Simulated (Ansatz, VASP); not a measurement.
# Two plane-wave programs on Ge2Sb2Te5

INCAR

```
PREC     = Accurate       # precision mode
ENCUT    = 520            # plane-wave cutoff, eV
EDIFF    = 1E-8           # SCF threshold, eV
ISMEAR   = 0              # smearing method
SIGMA    = 0.01           # smearing width, eV
LREAL    = F              # projectors in reciprocal space
LASPH    = T              # aspherical terms in the spheres
NELM     = 100            # most SCF steps
ALGO     = Normal         # electronic algorithm
ISIF     = 2              # what is computed and relaxed
LWAVE    = F              # write WAVECAR
LCHARG   = F              # write CHGCAR
GGA      = PS             # functional
LEFG     = T            
NBANDS   = 44             # bands
```

The input KPOINTS:

```
Automatic mesh
0
Gamma
  9 9 2
```

File POSCAR:

```
Ge2Sb2Te5
1.0
    4.2235583069      0.0000000000      0.0000000000
   -2.1117791534      3.6577087881      0.0000000000
    0.0000000000      0.0000000000     16.8755772793
Ge Sb Te
2 2 5
Direct
    0.3333333333      0.6666666667      0.8996938298
    0.6666666667      0.3333333333      0.1003061702
    0.0000000000      0.0000000000      0.6830376153
    0.0000000000      0.0000000000      0.3169623847
    0.0000000000      0.0000000000      0.0000000000
    0.6666666667      0.3333333333      0.8015090688
    0.3333333333      0.6666666667      0.1984909312
    0.3333333333      0.6666666667      0.5810778669
    0.6666666667      0.3333333333      0.4189221331
```

Input for Ansatz:

```yaml
crystal:
  lattice:
    - [4.2235583069, 0.0, 0.0]
    - [-2.1117791534, 3.6577087881, 0.0]
    - [0.0, 0.0, 16.8755772793]
  atoms:
    - { symbol: Ge, position: [0.3333333333, 0.6666666667, 0.8996938298] }
    - { symbol: Ge, position: [0.6666666667, 0.3333333333, 0.1003061702] }
    - { symbol: Sb, position: [0.0, 0.0, 0.6830376153] }
    - { symbol: Sb, position: [0.0, 0.0, 0.3169623847] }
    - { symbol: Te, position: [0.0, 0.0, 0.0] }
    - { symbol: Te, position: [0.6666666667, 0.3333333333, 0.8015090688] }
    - { symbol: Te, position: [0.3333333333, 0.6666666667, 0.1984909312] }
    - { symbol: Te, position: [0.3333333333, 0.6666666667, 0.5810778669] }
    - { symbol: Te, position: [0.6666666667, 0.3333333333, 0.4189221331] }
basis:
  ecutwfc: 420
kpoints:
  mp_grid: { grid: [9, 9, 2] }
hamiltonian:
  xc: pbesol
scf:
  occupations: { method: gaussian, width: 0.01 }
output:
  forces: true
  stress: true
  eigenvalues: true
  efg: {}
checkpoint:
  read: start.run
  write: ck
  compress: false
  write_wavefunctions: false
  write_every: 100000
```

Alike in both runs: task electric field gradients; functional PBEsol; k mesh 9 × 9 × 2; occupations gaussian, width 0.01 eV; no spin polarisation.

|  | VASP | Ansatz |
| --- | --- | --- |
| version | VASP 6.6.1 | Ansatz 0.2.0 |
| potentials or method | VASP PAW PBE potentials, release 64 (Ge_d, Sb, Te), cutoff 520 eV | scalar-relativistic, plane waves, PAW |
| valence electrons in the cell | 68 | 138 |

Ansatz gave:

```
gap on the k mesh at the Fermi level (eV)            : 0.15
least direct gap on the mesh (eV)                    : 0.15
pressure (GPa)                                       : 0.0
rms of the force components (eV/Å)                   : 0.000
size of Vzz on the site where it differs most (V/Å²) : 53.1
```

Q: Estimate VASP's values.

A: gap on the k mesh at the Fermi level (eV): 0.14; least direct gap on the mesh (eV): 0.14; pressure (GPa): 0.1; rms of the force components (eV/Å): 0.013; size of Vzz on the site where it differs most (V/Å²): 50.6.

VASP's potentials were made for PBE, not for PBEsol. Atom by atom the forces differ by 0.013 eV/Å (rms over components). With one functional, cell and mesh, what is left measures potentials, basis and numerics. VASP's potentials hold 68 valence electrons a cell and Ansatz's 138, so a difference there can come from the potentials and not from the codes.

Spin-orbit coupling is off throughout.
